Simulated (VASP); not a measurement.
# Si2W (P6_222) in VASP: further runs

Si2W is run at these levels: PBE, LDA; tasks: single point.

All numbers are computed with VASP 6.6.1; they aren't measurements. Logs are shortened: lines on timing, memory, paths and dates and some standing lists are left out, and cuts for length are marked.

**1. The cell of the first run**

Symmetry: P6_222, No. 180, hexagonal system. The conventional cell has a = 4.614 Å, b = 4.614 Å, c = 6.645 Å, α = 90.00°, β = 90.00°, γ = 120.00°. W (site symmetry 222) has 10 Si at 2.59 to 2.69 Å and 4 W at 3.20 Å within 3.4 Å. Si (site symmetry 2) has 9 Si at 2.57 to 3.23 Å and 5 W at 2.59 to 2.69 Å within 3.4 Å.

**2. Single point, PBE**

Input file INCAR:

```
SYSTEM = Si2W
PREC = Accurate ; ENCUT = 520
EDIFF = 1E-6 ; ISMEAR = -1
SIGMA = 0.05 ; LREAL = .False.
LASPH = .True. ; NELM = 80
ALGO = Normal ; ISIF = 2
LWAVE = .False. ; LCHARG = .False.
GGA = PE ; NBANDS = 43
```

Input file KPOINTS:

```
Automatic mesh
0
Gamma
  7 7 4
  0 0 0
```

Input file POSCAR:

```
Si2W
1.0
    4.6144845822      0.0000000000      0.0000000000
   -2.3072422911      3.9962608735      0.0000000000
    0.0000000000      0.0000000000      6.6452666226
W Si
3 6
Direct
    0.5000000000      0.0000000000      0.5000000000
    0.5000000000      0.5000000000      0.8333333333
    0.0000000000      0.5000000000      0.1666666667
    0.3272794127      0.1636397063      0.1666666667
    0.8363602937      0.1636397063      0.8333333333
    0.1636397063      0.3272794127      0.5000000000
    0.6727205873      0.8363602937      0.1666666667
    0.1636397063      0.8363602937      0.8333333333
    0.8363602937      0.6727205873      0.5000000000
```

Potentials or basis: VASP PAW PBE potentials, release 64 (W_sv, Si).

Command:

```sh
$ cat potpaw_PBE.64/W_sv/POTCAR potpaw_PBE.64/Si/POTCAR > POTCAR
$ mpirun -np 1 vasp_std > vasp.out
```

OUTCAR:

```text
SYSTEM = Si2W
   PREC = Accurate
   ENCUT = 520
   EDIFF = 1E-6
   ISMEAR = -1
   LREAL = .False.
   LASPH = .True.
   NELM = 80
   ISIF = 2
   GGA = PE

 ion  position               nearest neighbor table
   1  0.500  0.000  0.500-   4 2.59   7 2.59   5 2.59   8 2.59   6 2.65   9 2.65   9 2.65   6 2.65
                             6 2.69   9 2.69   2 3.20   2 3.20   3 3.20   3 3.20
   2  0.500  0.500  0.833-   6 2.59   9 2.59   7 2.59   4 2.59   5 2.65   8 2.65   8 2.65   5 2.65
                             8 2.69   5 2.69   1 3.20   1 3.20   3 3.20   3 3.20
   3  0.000  0.500  0.167-   6 2.59   9 2.59   8 2.59   5 2.59   4 2.65   7 2.65   7 2.65   4 2.65
                             7 2.69   4 2.69   1 3.20   1 3.20   2 3.20   2 3.20
   4  0.327  0.164  0.167-   6 2.57   8 2.57   1 2.59   2 2.59   7 2.62   3 2.65   3 2.65   3 2.69
                             7 2.69   7 2.69
   5  0.836  0.164  0.833-   6 2.57   7 2.57   1 2.59   3 2.59   8 2.62   2 2.65   2 2.65   2 2.69
                             8 2.69   8 2.69
   6  0.164  0.327  0.500-   5 2.57   4 2.57   3 2.59   2 2.59   9 2.62   1 2.65   1 2.65   1 2.69
                             9 2.69   9 2.69
   7  0.673  0.836  0.167-   9 2.57   5 2.57   1 2.59   2 2.59   4 2.62   3 2.65   3 2.65   3 2.69
                             4 2.69   4 2.69
   8  0.164  0.836  0.833-   9 2.57   4 2.57   1 2.59   3 2.59   5 2.62   2 2.65   2 2.65   2 2.69
                             5 2.69   5 2.69
   9  0.836  0.673  0.500-   8 2.57   7 2.57   3 2.59   2 2.59   6 2.62   1 2.65   1 2.65   1 2.69
                             6 2.69   6 2.69

  LATTYP: Found a hexagonal cell.
 ALAT       =     4.6144845822
 C/A-ratio  =     1.4400885959

  Lattice vectors:

 A1 = (   4.6144845822,   0.0000000000,   0.0000000000)
 A2 = (  -2.3072422911,   3.9962608735,   0.0000000000)
 A3 = (   0.0000000000,   0.0000000000,   6.6452666226)

Analysis of symmetry for initial positions (statically):
=====================================================================
 Subroutine PRICEL returns:
 Original cell was already a primitive cell.

 Routine SETGRP: Setting up the symmetry group for a
 hexagonal supercell.

 Subroutine GETGRP returns: Found 12 space group operations
 (whereof  4 operations were pure point group operations)
 out of a pool of 24 trial point group operations.

The static configuration has the point symmetry D_2 .
 The point group associated with its full space group is D_6 .

Analysis of symmetry for dynamics (positions and initial velocities):
=====================================================================
 Subroutine PRICEL returns:
 Original cell was already a primitive cell.

 Routine SETGRP: Setting up the symmetry group for a
 hexagonal supercell.

 Subroutine GETGRP returns: Found 12 space group operations
 (whereof  4 operations were pure point group operations)
 out of a pool of 24 trial point group operations.

The dynamic configuration has the point symmetry D_2 .
 The point group associated with its full space group is D_6 .

 Subroutine INISYM returns: Found 12 space group operations
 (whereof  4 operations are pure point group operations),
 and found     1 'primitive' translations

----------------------------------------------------------------------------------------

                                     Primitive cell

  volume of cell :     122.5433

  direct lattice vectors                    reciprocal lattice vectors
     4.614484582  0.000000000  0.000000000     0.216708926  0.125116957  0.000000000
    -2.307242291  3.996260873  0.000000000     0.000000000  0.250233914  0.000000000
     0.000000000  0.000000000  6.645266623     0.000000000  0.000000000  0.150483052

  length of vectors
     4.614484582  4.614484582  6.645266623     0.250233914  0.250233914  0.150483052

  position of ions in fractional coordinates (direct lattice)
     0.500000000  0.000000000  0.500000000
     0.500000000  0.500000000  0.833333333
     0.000000000  0.500000000  0.166666667
     0.327279413  0.163639706  0.166666667
     0.836360294  0.163639706  0.833333333
     0.163639706  0.327279413  0.500000000
     0.672720587  0.836360294  0.166666667
     0.163639706  0.836360294  0.833333333
     0.836360294  0.672720587  0.500000000

  ion indices of the primitive-cell ions
   primitive index   ion index
                 1           1
                 2           2
                 3           3
                 4           4
                 5           5
                 6           6
                 7           7
                 8           8
                 9           9

----------------------------------------------------------------------------------------

 KPOINTS: Automatic mesh

Automatic generation of k-mesh.
 Grid dimensions read from file:
 generate k-points for:    7    7    4

 Generating k-lattice:

  Cartesian coordinates                     Fractional coordinates (reciprocal lattice)
     0.030958418  0.017873851  0.000000000     0.142857143 -0.000000000  0.000000000
     0.000000000  0.035747702  0.000000000     0.000000000  0.142857143  0.000000000
     0.000000000  0.000000000  0.037620763     0.000000000  0.000000000  0.250000000

  Length of vectors
     0.035747702  0.035747702  0.037620763

  Shift w.r.t. Gamma in fractional coordinates (k-lattice)
     0.000000000  0.000000000  0.000000000

 Subroutine IBZKPT returns following result:
 ===========================================

 Found     24 irreducible k-points:

 Following reciprocal coordinates:
            Coordinates               Weight
  0.000000  0.000000  0.000000      1.000000
  0.142857  0.000000  0.000000      6.000000
  0.285714  0.000000  0.000000      6.000000
  0.428571  0.000000  0.000000      6.000000
  0.142857  0.142857  0.000000      6.000000
  0.285714  0.142857  0.000000     12.000000
[... 16 lines left out ...]
  0.428571  0.142857  0.500000      6.000000
  0.285714  0.285714  0.500000      6.000000
   k-points           NKPTS =     24   k-points in BZ     NKDIM =     24   number of bands    NBANDS=     43
   number of dos      NEDOS =    301   number of ions     NIONS =      9
   total plane-waves  NPLWV =  64800
   dimension x,y,z NGX =    36 NGY =   36 NGZ =   50
   dimension x,y,z NGXF=    72 NGYF=   72 NGZF=  100
   ions per type =               3   6
   NGX,Y,Z   is equivalent  to a cutoff of  12.97, 12.97, 12.51 a.u.
   NGXF,Y,Z  is equivalent  to a cutoff of  25.94, 25.94, 25.02 a.u.
 SYSTEM =  Si2W
   PREC   = accura    normal or accurate (medium, high low for compatibility)
   ISTART =      0    job   : 0-new  1-cont  2-samecut
   ICHARG =      2    charge: 1-file 2-atom 10-const
   ISPIN  =      1    spin polarized calculation?
   LNONCOLLINEAR =      F non collinear calculations
   LSORBIT =      F    spin-orbit coupling
   LASPH  =      T    aspherical Exc in radial PAW
   ENCUT  =  520.0 eV  38.22 Ry    6.18 a.u.   8.58  8.58 12.36*2*pi/ulx,y,z
   NELM   =     80;   NELMIN=  2; NELMDL= -5     # of ELM steps
   EDIFF  = 0.1E-05   stopping-criterion for ELM
   LREAL  =      F    real-space projection
   EDIFFG = 0.1E-04   stopping-criterion for IOM
   NSW    =      0    number of steps for IOM
   IBRION =     -1    ionic relax: 0-MD 1-quasi-New 2-CG
   NFREE  =      0    steps in history (QN), initial steepest desc. (CG)
   ISIF   =      2    stress and relaxation
   ISYM   =      2    0-nonsym 1-usesym 2-fastsym
   POTIM  = 0.5000    time-step for ionic-motion
   TEBEG  =    0.0;   TEEND  =   0.0 temperature during run
   PSTRESS=    0.0 pullay stress
   NELECT =      66.0000    total number of electrons
   NUPDOWN=      -1.0000    fix difference up-down
   EMIN   =  10.00;   EMAX   =-10.00  energy-range for DOS
   EFERMI =   0.00;   METHOD = LEGACY
   ISMEAR =    -1;   SIGMA  =   0.05  broadening in eV -4-tet -1-fermi 0-gaus
   EFERMI_NEDOS =   21; number of points for ismear=-14 and -15
   IALGO  =     38    algorithm
   IMIX   =      4    mixing-type and parameters
     AMIX     =   0.40;   BMIX     =  1.00
     AMIX_MAG =   1.60;   BMIX_MAG =  1.00
  volume/ion in A,a.u.               =      13.62        91.88
  Fermi-wavevector in a.u.,A,eV,Ry     =   1.331966  2.517050 24.138535  1.774132
  Thomas-Fermi vector in A             =   2.460936
   LORBIT       =      0    0 simple, 1 ext, 2 COOP (PROOUT), +10 PAW based schemes
   GGA     = PE    functional components
   LHFCALC =     F    Hartree Fock is set to
   AEXX    =    0.0000 exact exchange contribution
   IVDW    =     0    specifies the selected vdW correction
   LEPSILON=     F    determine dielectric tensor
   LRPA    =     F    only Hartree local field effects (RPA)
 non-spin polarized calculation
  energy-cutoff  :      520.00
  volume of cell :      122.54
 maximum number of plane-waves:      3324
 NGX is ok and might be reduce to    36
   NGX = 17   NGY = 17   NGZ = 25

 number of electron      66.0000007 magnetization

 Free energy of the ion-electron system (eV)
  ---------------------------------------------------
  ext. energy  EPLUGINS =         0.00000000
  ---------------------------------------------------
  free energy    TOTEN  =       -73.83271720 eV

  energy without entropy =      -73.82949948  energy(sigma->0) =      -73.83110834

 E-fermi :  12.4041     XC(G=0): -12.4786

 val. band max:       12.3042869661   @ k =   0.4286   0.0000   0.5000
 cond. band min:      12.5282150925   @ k =   0.4286   0.0000   0.0000
 fundamental gap:      0.2239281264
 Fermi energy:        12.4041069050

 k-point     1 :       0.0000    0.0000    0.0000
  band No.  band energies     occupation
      1     -61.9467      2.00000
      2     -61.9348      2.00000
      3     -61.9348      2.00000
      4     -26.3122      2.00000
      5     -26.3082      2.00000
      6     -26.3082      2.00000
[... 35 lines left out ...]
     42      15.2648      0.00000
     43      15.7241      0.00000
[... 1017 lines left out ...]
      3     -61.9356      2.00000
      4     -26.3457      2.00000
      5     -26.3287      2.00000
      6     -26.3278      2.00000
[... 35 lines left out ...]
     42      15.5002      0.00000
     43      15.5847      0.00000

------------------------ aborting loop because EDIFF is reached ----------------------------------------

  FORCE on cell =-STRESS in cart. coord.  units (eV):
  Direction    XX          YY          ZZ          XY          YZ          ZX
  --------------------------------------------------------------------------------------
  -------------------------------------------------------------------------------------
  Total        0.0775731      0.0775731      0.0468918     -0.0000000      0.0000000     -0.0000000
  in kB        1.0142196      1.0142196      0.6130812     -0.0000000      0.0000000     -0.0000000
  external PRESSURE =       0.8805068 kB  Pullay stress =       0.0000000 kB

 VOLUME and BASIS-vectors are now :
 -----------------------------------------------------------------------------
  energy-cutoff  :      520.00
  volume of cell :      122.54
      direct lattice vectors                 reciprocal lattice vectors
     4.614484582  0.000000000  0.000000000     0.216708926  0.125116957  0.000000000
    -2.307242291  3.996260873  0.000000000     0.000000000  0.250233914  0.000000000
     0.000000000  0.000000000  6.645266623     0.000000000  0.000000000  0.150483052

 POSITION                                       TOTAL-FORCE (eV/Angst)
 -----------------------------------------------------------------------------------
      2.30724      0.00000      3.32263        -0.000000     -0.000000      0.000000
      1.15362      1.99813      5.53772        -0.000000     -0.000000     -0.000000
     -1.15362      1.99813      1.10754        -0.000000     -0.000000     -0.000000
      1.13267      0.65395      1.10754        -0.003947     -0.002279      0.000000
      3.48182      0.65395      5.53772         0.003947     -0.002279      0.000000
     -0.00000      1.30789      3.32263        -0.000000     -0.004558      0.000000
      1.17457      3.34231      1.10754         0.003947      0.002279      0.000000
     -1.17457      3.34231      5.53772        -0.003947      0.002279      0.000000
      2.30724      2.68837      3.32263         0.000000      0.004558      0.000000
 -----------------------------------------------------------------------------------
    total drift:                               -0.000000     -0.000000      0.000000

  FREE ENERGIE OF THE ION-ELECTRON SYSTEM (eV)
  ---------------------------------------------------
  free  energy   TOTEN  =       -73.8327172006 eV

  energy  without entropy=      -73.8294994753  energy(sigma->0) =      -73.83110834
```

Run time: 3.6 min. Hardware: 1 thread of AMD EPYC 7R43 (Zen 3), shared host; peak memory 0.25 GiB.

What came out:

```
Free energy            : -73.8327 eV
Pressure               : 0.1 GPa
Largest force          : 0.005 eV/Å
Band gap on the k mesh : 0.22 eV, indirect (least direct gap 0.68 eV)
```

Forces in eV/Å, atoms in the order of the input:
```
W    0.000  0.000  0.000
W    0.000  0.000  0.000
W    0.000  0.000  0.000
Si  -0.004 -0.002  0.000
Si   0.004 -0.002  0.000
Si   0.000 -0.005  0.000
Si   0.004  0.002  0.000
Si  -0.004  0.002  0.000
Si   0.000  0.005  0.000
```

Caveat: spin-orbit coupling is left out, which moves the levels of the heavy elements.

**3. Single point, LDA**

This run uses another cell than the first one, of 13.65 Å³/atom, 1.002 times its volume.

Input file INCAR:

```
SYSTEM = Si2W
PREC     = Accurate       ! precision mode
ENCUT    = 520            ! plane-wave cutoff, eV
EDIFF    = 1E-6           ! SCF threshold, eV
ISMEAR   = -1             ! smearing method
SIGMA    = 0.05           ! smearing width, eV
LREAL    = .False.        ! projectors in reciprocal space
LASPH    = .True.         ! aspherical terms in the spheres
NELM     = 100            ! most SCF steps
ALGO     = Normal         ! electronic algorithm
ISIF     = 2              ! what is computed and relaxed
LWAVE    = .False.        ! write WAVECAR
LCHARG   = .False.        ! write CHGCAR
NBANDS   = 43             ! bands
```

KPOINTS is that of step 2.

Input file POSCAR:

```
Si2W
1.0
    4.6168523821      0.0000000000      0.0000000000
   -2.3084261911      3.9983114484      0.0000000000
    0.0000000000      0.0000000000      6.6532220000
W Si
3 6
Direct
    0.5000000000      0.0000000000      0.5000000000
    0.5000000000      0.5000000000      0.8333333333
    0.0000000000      0.5000000000      0.1666666667
    0.3272520000      0.1636260000      0.1666666667
    0.8363740000      0.1636260000      0.8333333333
    0.1636260000      0.3272520000      0.5000000000
    0.6727480000      0.8363740000      0.1666666667
    0.1636260000      0.8363740000      0.8333333333
    0.8363740000      0.6727480000      0.5000000000
```

Potentials or basis: VASP PAW LDA potentials, release 64 (W_sv, Si).

Command:

```sh
$ cat potpaw_LDA.64/W_sv/POTCAR potpaw_LDA.64/Si/POTCAR > POTCAR
$ mpirun -np 1 vasp_std > vasp.out
```

OUTCAR:

```text
SYSTEM = Si2W
   PREC = Accurate
   ENCUT = 520
   EDIFF = 1E-6
   ISMEAR = -1
   LREAL = .False.
   LASPH = .True.
   NELM = 100
   ISIF = 2

 ion  position               nearest neighbor table
   1  0.500  0.000  0.500-   5 2.59   8 2.59   7 2.59   4 2.59   6 2.65   9 2.65   9 2.65   6 2.65
                             6 2.69   9 2.69   3 3.20   3 3.20   2 3.20   2 3.20
   2  0.500  0.500  0.833-   6 2.59   9 2.59   7 2.59   4 2.59   8 2.65   5 2.65   8 2.65   5 2.65
                             8 2.69   5 2.69   1 3.20   1 3.20   3 3.20   3 3.20
   3  0.000  0.500  0.167-   6 2.59   9 2.59   8 2.59   5 2.59   4 2.65   7 2.65   7 2.65   4 2.65
                             7 2.69   4 2.69   1 3.20   1 3.20   2 3.20   2 3.20
[... 1332 lines left out ...]

 VOLUME and BASIS-vectors are now :
 -----------------------------------------------------------------------------
  energy-cutoff  :      520.00
  volume of cell :      122.82
      direct lattice vectors                 reciprocal lattice vectors
     4.616852382  0.000000000  0.000000000     0.216597785  0.125052790  0.000000000
    -2.308426191  3.998311448  0.000000000     0.000000000  0.250105579  0.000000000
     0.000000000  0.000000000  6.653222000     0.000000000  0.000000000  0.150303116

 POSITION                                       TOTAL-FORCE (eV/Angst)
 -----------------------------------------------------------------------------------
      2.30843      0.00000      3.32661         0.000000      0.000000     -0.000000
      1.15421      1.99916      5.54435         0.000000      0.000000      0.000000
     -1.15421      1.99916      1.10887         0.000000      0.000000      0.000000
      1.13316      0.65423      1.10887         0.042703      0.024654     -0.000000
      3.48370      0.65423      5.54435        -0.042703      0.024654     -0.000000
     -0.00000      1.30846      3.32661        -0.000000      0.049309     -0.000000
      1.17527      3.34408      1.10887        -0.042703     -0.024654      0.000000
     -1.17527      3.34408      5.54435         0.042703     -0.024654     -0.000000
      2.30843      2.68986      3.32661         0.000000     -0.049309     -0.000000
 -----------------------------------------------------------------------------------
    total drift:                               -0.000000     -0.000000      0.000000

  FREE ENERGIE OF THE ION-ELECTRON SYSTEM (eV)
  ---------------------------------------------------
  free  energy   TOTEN  =       -81.3504597863 eV

  energy  without entropy=      -81.3467015016  energy(sigma->0) =      -81.34858064
```

It took 3 min on 1 thread of AMD EPYC 7R43 (Zen 3), shared host; peak memory 0.22 GiB.

Results:

```
Free energy            : -81.3505 eV
Pressure               : -8.6 GPa
Largest force          : 0.049 eV/Å
Band gap on the k mesh : 0.20 eV, indirect (least direct gap 0.64 eV)
```

Forces on the atoms (eV/Å):
```
W    0.000  0.000  0.000
W    0.000  0.000  0.000
W    0.000  0.000  0.000
Si   0.043  0.025  0.000
Si  -0.043  0.025  0.000
Si   0.000  0.049  0.000
Si  -0.043 -0.025  0.000
Si   0.043 -0.025  0.000
Si   0.000 -0.049  0.000
```

Caveat: spin-orbit coupling is left out, which moves the levels of the heavy elements. A k mesh can miss the band edges.
